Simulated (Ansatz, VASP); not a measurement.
## Sc: VASP beside Ansatz

Contents of POSCAR:

```
Sc
1.0
    3.1834842190      0.0000000000      0.0000000000
   -1.5917421095      2.7569782062      0.0000000000
    0.0000000000      0.0000000000     25.2070757221
Sc
3
Direct
    0.3333333333      0.6666666667      0.2776998045
    0.6666666667      0.3333333333      0.3819339962
    0.3333333333      0.6666666667      0.4860258381
```

File INCAR.step1:

```
SYSTEM = Sc
PREC = Accurate ; ENCUT = 440
ISMEAR = 1 ; SIGMA = 0.1
LREAL = .False. ; LASPH = .True.
NELM = 120 ; LDIPOL = .True.
IDIPOL = 3 ; DIPOL = 0.5 0.5 0.382
NBANDS = 24 ; GGA = PE
ALGO = Normal ; EDIFF = 1E-5
LWAVE = .True. ; LCHARG = .False.
GGA_COMPAT = .False. ; NELMDL = -8
```

The input INCAR.step2:

```
SYSTEM = Sc
PREC = Accurate ; ENCUT = 440
EDIFF = 1E-6 ; ISMEAR = 1
SIGMA = 0.1 ; LREAL = .False.
LASPH = .True. ; NELM = 120
ALGO = Normal ; ISIF = 2
LWAVE = .False. ; LCHARG = .False.
LDIPOL = .True. ; IDIPOL = 3
DIPOL = 0.5 0.5 0.382 ; METAGGA = R2SCAN
LMIXTAU = .True. ; NBANDS = 24
ISTART = 1 ; GGA_COMPAT = .False.
```

KPOINTS

```
Automatic mesh
0
Gamma
  12 12 1
  0 0 0
```

Input for Ansatz:

```yaml
crystal:
  lattice:
    - [3.183484219, 0.0, 0.0]
    - [-1.5917421095, 2.7569782062, 0.0]
    - [0.0, 0.0, 25.2070757221]
  atoms:
    - { symbol: Sc, position: [0.3333333333, 0.6666666667, 0.2776998045] }
    - { symbol: Sc, position: [0.6666666667, 0.3333333333, 0.3819339962] }
    - { symbol: Sc, position: [0.3333333333, 0.6666666667, 0.4860258381] }
basis:
  ecutwfc: 500
kpoints:
  mp_grid: { grid: [12, 12, 1] }
hamiltonian:
  xc: r2scan
  pseudopotentials: { kind: paw, azcp: { folder: soft_1 } }
scf:
  occupations: { method: methfessel_paxton, width: 0.1 }
  n_extra_bands: 7
  max_iter: 160
output:
  forces: true
  eigenvalues: true
  write_density: true
  write_potential: true
  elf: true
  volumetric_format: npy
efield:
  axis: 3
  dipole_correction: true
```

Alike in both runs: task single point; functional r2SCAN; k mesh 12 × 12 × 1; occupations methfessel-paxton of order 1, width 0.1 eV; no spin polarisation.

|  | VASP | Ansatz |
| --- | --- | --- |
| version | VASP 6.6.1 | Ansatz 0.2.0 |
| potentials or method | VASP PAW PBE potentials, release 64 (Sc_sv), cutoff 440 eV | scalar-relativistic, plane waves, PAW |
| valence electrons in the cell | 33 | 33 |

|  | VASP | Ansatz | Ansatz less VASP |
| --- | --- | --- | --- |
| gap on the k mesh at the Fermi level (eV) | none | none | - |
| rms of the force components (eV/Å) | 0.068 | 0.059 | -0.0088 |

VASP's potentials were made for PBE, not for r2SCAN. Atom by atom the forces differ by 0.009 eV/Å (rms over components). A gap of «none» marks a metal or a gap that the smearing closes. Ansatz's warnings: xc potential rough in thin density.
